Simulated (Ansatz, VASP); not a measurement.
## Two plane-wave programs on Be3Cd2S

```
Be Cd S
1.0
     4.50714    0.00000    0.00000
     0.00000    4.50714    0.00000
     0.00000    0.00000    5.34447
Be Cd S
3 2 1
Direct
  0.00000 0.50000 0.50000
  0.50000 0.00000 0.50000
  0.00000 0.00000 0.50000
  0.50000 0.50000 0.50000
  0.00000 0.00000 0.00000
  0.50000 0.50000 0.00000
```

Alike in both runs: functional PBE; k mesh 8 × 8 × 8; occupations gaussian, width 0.1 eV; no spin polarisation.

Ansatz relaxed the structure, and its values are those at the end. VASP's run is a single point on that final structure, the one shown.

|  | VASP | Ansatz |
| --- | --- | --- |
| version | VASP 6.6.1 | Ansatz 0.2.0 |
| potentials or method | VASP PAW PBE potentials, release 64 (Be, Cd, S), cutoff 520 eV | scalar-relativistic, plane waves, PAW |
| valence electrons in the cell | 36 | 52 |

Ansatz gave:

```
gap on the k mesh at the Fermi level (eV) : none
pressure (GPa)                            : 0.0
```

Estimate VASP's values.

gap on the k mesh at the Fermi level (eV): none; pressure (GPa): 0.2.

A gap of «none» marks a metal or a gap that the smearing closes. The functional is the same, so the differences come from potentials, cutoffs and numerics. VASP's potentials hold 36 valence electrons a cell and Ansatz's 52, so a difference there can come from the potentials and not from the codes.
